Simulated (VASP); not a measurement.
# Al3GaN4 (Cm) in VASP: a series of runs

Runs on Al3GaN4. Level: PBEsol. Tasks: single point.

All numbers are computed with VASP 6.6.1; they aren't measurements. Logs are shortened: lines on timing, memory, paths and dates and some standing lists are left out, and cuts for length are marked.

## Step 1: The cell of the first run

It takes space group Cm (No. 8, monoclinic). The conventional cell has a = 6.225 Å, b = 6.225 Å, c = 4.401 Å, α = 90.00°, β = 90.00°, γ = 90.00°. Within 2.4 Å of Al (site symmetry m) lie 4 N at 1.83 to 1.91 Å. Al (site symmetry 1) has 4 N at 1.89 Å within 2.5 Å. Within 2.6 Å of Ga (site symmetry m) lie 4 N at 1.95 Å. N (site symmetry m) has 3 Al at 1.83 to 1.89 Å and 1 Ga at 1.95 Å within 2.4 Å. N (site symmetry 1) has 3 Al at 1.89 to 1.91 Å and 1 Ga at 1.95 Å within 2.5 Å. Within 2.5 Å of N (site symmetry m) lie 3 Al at 1.89 to 1.91 Å and 1 Ga at 1.95 Å.

## Step 2: Single point, PBEsol (atom 1 (Al) moved +0.060 Å towards its neighbour atom 5 (N) at 1.892 Å)

The input, INCAR:

```
SYSTEM = Al3GaN4
  ALGO = Normal
  EDIFF = 1E-7
  ENCUT = 520
  GGA = PS
  ISIF = 2
  ISMEAR = 0
  LASPH = .TRUE.
  LCHARG = .FALSE.
  LREAL = .FALSE.
  LWAVE = .FALSE.
  NBANDS = 31
  NELM = 60
  PREC = Accurate
  SIGMA = 0.05
```

The input, KPOINTS:

```
k-points
0
G
  6 6 6
  0 0 0
```

The input, POSCAR:

```
Al3GaN4
1.0
    4.4014385300      0.0000000000      0.0000000000
    0.0000000000      4.4014385300      0.0000000000
    0.0000000000      0.0000000000      4.4014385300
Al Ga N
3 1 4
Direct
    0.5077450227      0.5077450227      0.0081153023
    0.5000000000      0.0000000000      0.5000000000
    0.0000000000      0.5000000000      0.5000000000
    0.0000000000      0.0000000000      0.0000000000
    0.7441634300      0.7441634300      0.2558365700
    0.7441634300      0.2558365700      0.7441634300
    0.2558365700      0.7441634300      0.7441634300
    0.2558365700      0.2558365700      0.2558365700
```

Potentials or basis: VASP PAW PBE potentials, release 64 (Al, Ga_d, N).

Run with:

```bash
cat potpaw_PBE.64/Al/POTCAR potpaw_PBE.64/Ga_d/POTCAR potpaw_PBE.64/N/POTCAR > POTCAR
mpirun -np 1 vasp_std > vasp.out
```

OUTCAR:

```text
SYSTEM = Al3GaN4
   EDIFF = 1E-7
   ENCUT = 520
   GGA = PS
   ISIF = 2
   ISMEAR = 0
   LASPH = .TRUE.
   LREAL = .FALSE.
   NELM = 60
   PREC = Accurate

 ion  position               nearest neighbor table
   1  0.508  0.508  0.008-   5 1.83   8 1.91   7 1.91   6 1.91   2 3.06   3 3.06   4 3.06   2 3.11
                             3 3.11   4 3.11   4 3.11   2 3.11   3 3.11   2 3.16   3 3.16
   2  0.500  0.000  0.500-   5 1.89   6 1.89   7 1.89   8 1.89   1 3.06   1 3.11   3 3.11   4 3.11
                             4 3.11   3 3.11   3 3.11   4 3.11   4 3.11   3 3.11   1 3.11   1 3.16
   3  0.000  0.500  0.500-   5 1.89   6 1.89   7 1.89   8 1.89   1 3.06   1 3.11   2 3.11   4 3.11
                             4 3.11   2 3.11   4 3.11   4 3.11   2 3.11   2 3.11   1 3.11   1 3.16
   4  0.000  0.000  0.000-   5 1.95   6 1.95   7 1.95   8 1.95   1 3.06   2 3.11   3 3.11   2 3.11
                             3 3.11   3 3.11   3 3.11   2 3.11   2 3.11   1 3.11   1 3.11
   5  0.744  0.744  0.256-   1 1.83   2 1.89   3 1.89   4 1.95
   6  0.744  0.256  0.744-   2 1.89   3 1.89   1 1.91   4 1.95
   7  0.256  0.744  0.744-   2 1.89   3 1.89   1 1.91   4 1.95
   8  0.256  0.256  0.256-   2 1.89   3 1.89   1 1.91   4 1.95

  LATTYP: Found a simple cubic cell.
 ALAT       =     4.4014385300

  Lattice vectors:

 A1 = (   4.4014385300,   0.0000000000,   0.0000000000)
 A2 = (   0.0000000000,   4.4014385300,   0.0000000000)
 A3 = (   0.0000000000,   0.0000000000,   4.4014385300)

Analysis of symmetry for initial positions (statically):
=====================================================================
 Subroutine PRICEL returns:
 Original cell was already a primitive cell.

 Routine SETGRP: Setting up the symmetry group for a
 simple cubic supercell.

 Subroutine GETGRP returns: Found  2 space group operations
 (whereof  2 operations were pure point group operations)
 out of a pool of 48 trial point group operations.

The static configuration has the point symmetry C_1h.

Analysis of symmetry for dynamics (positions and initial velocities):
=====================================================================
 Subroutine PRICEL returns:
 Original cell was already a primitive cell.

 Routine SETGRP: Setting up the symmetry group for a
 simple cubic supercell.

 Subroutine GETGRP returns: Found  2 space group operations
 (whereof  2 operations were pure point group operations)
 out of a pool of 48 trial point group operations.

The dynamic configuration has the point symmetry C_1h.

 Subroutine INISYM returns: Found  2 space group operations
 (whereof  2 operations are pure point group operations),
 and found     1 'primitive' translations

----------------------------------------------------------------------------------------

                                     Primitive cell

  volume of cell :      85.2676

  direct lattice vectors                    reciprocal lattice vectors
     4.401438530  0.000000000  0.000000000     0.227198447  0.000000000  0.000000000
     0.000000000  4.401438530  0.000000000     0.000000000  0.227198447  0.000000000
     0.000000000  0.000000000  4.401438530     0.000000000  0.000000000  0.227198447

  length of vectors
     4.401438530  4.401438530  4.401438530     0.227198447  0.227198447  0.227198447

  position of ions in fractional coordinates (direct lattice)
     0.507745023  0.507745023  0.008115302
     0.500000000  0.000000000  0.500000000
     0.000000000  0.500000000  0.500000000
     0.000000000  0.000000000  0.000000000
     0.744163430  0.744163430  0.255836570
     0.744163430  0.255836570  0.744163430
     0.255836570  0.744163430  0.744163430
     0.255836570  0.255836570  0.255836570

  ion indices of the primitive-cell ions
   primitive index   ion index
                 1           1
                 2           2
                 3           3
                 4           4
                 5           5
                 6           6
                 7           7
                 8           8

----------------------------------------------------------------------------------------

 KPOINTS: k-points

Automatic generation of k-mesh.
 Grid dimensions read from file:
 generate k-points for:    6    6    6

 Generating k-lattice:

  Cartesian coordinates                     Fractional coordinates (reciprocal lattice)
     0.037866408  0.000000000  0.000000000     0.166666667  0.000000000  0.000000000
     0.000000000  0.037866408  0.000000000     0.000000000  0.166666667  0.000000000
     0.000000000  0.000000000  0.037866408     0.000000000  0.000000000  0.166666667

  Length of vectors
     0.037866408  0.037866408  0.037866408

  Shift w.r.t. Gamma in fractional coordinates (k-lattice)
     0.000000000  0.000000000  0.000000000

 Subroutine IBZKPT returns following result:
 ===========================================

 Found     68 irreducible k-points:

 Following reciprocal coordinates:
            Coordinates               Weight
  0.000000  0.000000  0.000000      1.000000
  0.166667  0.000000  0.000000      4.000000
  0.000000  0.000000  0.166667      2.000000
  0.333333  0.000000  0.000000      4.000000
  0.000000  0.000000  0.333333      2.000000
  0.500000  0.000000  0.000000      2.000000
[... 16 lines left out ...]
 -0.333333  0.333333  0.000000      2.000000
 -0.333333  0.000000  0.333333      4.000000
 [... further k-points ...]
   k-points           NKPTS =     68   k-points in BZ     NKDIM =     68   number of bands    NBANDS=     31
   number of dos      NEDOS =    301   number of ions     NIONS =      8
   total plane-waves  NPLWV =  46656
   dimension x,y,z NGX =    36 NGY =   36 NGZ =   36
   dimension x,y,z NGXF=    72 NGYF=   72 NGZF=   72
   ions per type =               3   1   4
   NGX,Y,Z   is equivalent  to a cutoff of  13.60, 13.60, 13.60 a.u.
   NGXF,Y,Z  is equivalent  to a cutoff of  27.19, 27.19, 27.19 a.u.
 SYSTEM =  Al3GaN4
   PREC   = accura    normal or accurate (medium, high low for compatibility)
   ISTART =      0    job   : 0-new  1-cont  2-samecut
   ICHARG =      2    charge: 1-file 2-atom 10-const
   ISPIN  =      1    spin polarized calculation?
   LNONCOLLINEAR =      F non collinear calculations
   LSORBIT =      F    spin-orbit coupling
   LASPH  =      T    aspherical Exc in radial PAW
   ENCUT  =  520.0 eV  38.22 Ry    6.18 a.u.   8.18  8.18  8.18*2*pi/ulx,y,z
   NELM   =     60;   NELMIN=  2; NELMDL= -5     # of ELM steps
   EDIFF  = 0.1E-06   stopping-criterion for ELM
   LREAL  =      F    real-space projection
   EDIFFG = 0.1E-05   stopping-criterion for IOM
   NSW    =      0    number of steps for IOM
   IBRION =     -1    ionic relax: 0-MD 1-quasi-New 2-CG
   NFREE  =      0    steps in history (QN), initial steepest desc. (CG)
   ISIF   =      2    stress and relaxation
   ISYM   =      2    0-nonsym 1-usesym 2-fastsym
   POTIM  = 0.5000    time-step for ionic-motion
   TEBEG  =    0.0;   TEEND  =   0.0 temperature during run
   PSTRESS=    0.0 pullay stress
   NELECT =      42.0000    total number of electrons
   NUPDOWN=      -1.0000    fix difference up-down
   EMIN   =  10.00;   EMAX   =-10.00  energy-range for DOS
   EFERMI =   0.00;   METHOD = LEGACY
   ISMEAR =     0;   SIGMA  =   0.05  broadening in eV -4-tet -1-fermi 0-gaus
   EFERMI_NEDOS =   21; number of points for ismear=-14 and -15
   IALGO  =     38    algorithm
   IMIX   =      4    mixing-type and parameters
     AMIX     =   0.40;   BMIX     =  1.00
     AMIX_MAG =   1.60;   BMIX_MAG =  1.00
  volume/ion in A,a.u.               =      10.66        71.93
  Fermi-wavevector in a.u.,A,eV,Ry     =   1.292895  2.443217 22.743196  1.671578
  Thomas-Fermi vector in A             =   2.424575
   LORBIT       =      0    0 simple, 1 ext, 2 COOP (PROOUT), +10 PAW based schemes
   GGA     = PS    functional components
   LHFCALC =     F    Hartree Fock is set to
   AEXX    =    0.0000 exact exchange contribution
   IVDW    =     0    specifies the selected vdW correction
   LEPSILON=     F    determine dielectric tensor
   LRPA    =     F    only Hartree local field effects (RPA)
 non-spin polarized calculation
 Gauss-broadening in eV      SIGMA  =   0.05
  energy-cutoff  :      520.00
  volume of cell :       85.27
 maximum number of plane-waves:      2320
 NGX is ok and might be reduce to    36
   NGX = 17   NGY = 17   NGZ = 17

 number of electron      41.9999993 magnetization

 Free energy of the ion-electron system (eV)
  ---------------------------------------------------
  ext. energy  EPLUGINS =         0.00000000
  ---------------------------------------------------
  free energy    TOTEN  =       -59.90930030 eV

  energy without entropy =      -59.90930030  energy(sigma->0) =      -59.90930030

 E-fermi :   5.9713     XC(G=0): -11.3457

 val. band max:        5.6815834577   @ k =   0.1667   0.1667   0.0000
 cond. band min:       8.8971401458   @ k =   0.0000   0.0000   0.0000
 fundamental gap:      3.2155566881
 Fermi energy:         5.9712743624

 k-point     1 :       0.0000    0.0000    0.0000
  band No.  band energies     occupation
      1      -9.5310      2.00000
      2      -7.8044      2.00000
      3      -7.7252      2.00000
      4      -7.7233      2.00000
      5      -6.9676      2.00000
      6      -6.9674      2.00000
[... 23 lines left out ...]
     30      17.5143      0.00000
     31      17.5241      0.00000

 k-point     2 :       0.1667    0.0000    0.0000
  band No.  band energies     occupation
      1      -9.4030      2.00000
      2      -7.8390      2.00000
      3      -7.7556      2.00000
      4      -7.7312      2.00000
      5      -6.9660      2.00000
      6      -6.9627      2.00000
[... 740 lines left out ...]
 k-point    24 :      -0.3333    0.0000    0.3333
  band No.  band energies     occupation
      1      -8.6659      2.00000
      2      -7.9794      2.00000
      3      -7.9671      2.00000
      4      -7.7288      2.00000
      5      -6.9503      2.00000
      6      -6.9410      2.00000
[... 23 lines left out ...]
     30      16.1625      0.00000
     31      16.2996      0.00000

 [... further k-points ...]

------------------------ aborting loop because EDIFF is reached ----------------------------------------

  FORCE on cell =-STRESS in cart. coord.  units (eV):
  Direction    XX          YY          ZZ          XY          YZ          ZX
  --------------------------------------------------------------------------------------
  -------------------------------------------------------------------------------------
  Total        0.4516399      0.4516399      0.4566626      0.4058870      0.3612387      0.3612388
  in kB        8.4863107      8.4863107      8.5806875      7.6266155      6.7876738      6.7876748
  external PRESSURE =       8.5177696 kB  Pullay stress =       0.0000000 kB

 VOLUME and BASIS-vectors are now :
 -----------------------------------------------------------------------------
  energy-cutoff  :      520.00
  volume of cell :       85.27
      direct lattice vectors                 reciprocal lattice vectors
     4.401438530  0.000000000  0.000000000     0.227198447  0.000000000  0.000000000
     0.000000000  4.401438530  0.000000000     0.000000000  0.227198447  0.000000000
     0.000000000  0.000000000  4.401438530     0.000000000  0.000000000  0.227198447

 POSITION                                       TOTAL-FORCE (eV/Angst)
 -----------------------------------------------------------------------------------
      2.23481      2.23481      0.03572        -0.771191     -0.771191     -0.841648
      2.20072      0.00000      2.20072        -0.102665      0.153600      0.161369
      0.00000      2.20072      2.20072         0.153600     -0.102665      0.161369
      0.00000      0.00000      0.00000         0.157802      0.157802     -0.120312
      3.27539      3.27539      1.12605         0.420245      0.420245      0.329349
      3.27539      1.12605      3.27539         0.025224      0.070567      0.200794
      1.12605      3.27539      3.27539         0.070567      0.025224      0.200794
      1.12605      1.12605      1.12605         0.046419      0.046419     -0.091715
 -----------------------------------------------------------------------------------
    total drift:                               -0.000015     -0.000015      0.000056

  FREE ENERGIE OF THE ION-ELECTRON SYSTEM (eV)
  ---------------------------------------------------
  free  energy   TOTEN  =       -59.9093002987 eV

  energy  without entropy=      -59.9093002987  energy(sigma->0) =      -59.90930030
```

Run time: 2 min. Hardware: 1 thread of Intel Xeon Platinum 8488C (Sapphire Rapids), shared host; peak memory 0.3 GiB.

Results:

```yaml
Free_energy: -59.9093 eV
Pressure: 0.9 GPa
Largest_force: 1.378 eV/Å
Band_gap_on_the_k_mesh: 3.22 eV, indirect (the least direct gap lies 3.1 meV higher)
```

Forces on the atoms (eV/Å):
```
Al  -0.771 -0.771 -0.842
Al  -0.103  0.154  0.161
Al   0.154 -0.103  0.161
Ga   0.158  0.158 -0.120
N    0.420  0.420  0.329
N    0.025  0.071  0.201
N    0.071  0.025  0.201
N    0.046  0.046 -0.092
```

Stress tensor (GPa, compression positive):
```
0.85 0.76 0.68
0.76 0.85 0.68
0.68 0.68 0.86
```

Caveat: the cell differs from its parent crystal (atom 1 (Al) moved +0.060 Å towards its neighbour atom 5 (N) at 1.892 Å); the PAW data sets were made with another functional, which shifts forces and pressure a little. A k mesh can miss the band edges.

(Part 1 of 2 ends here.)
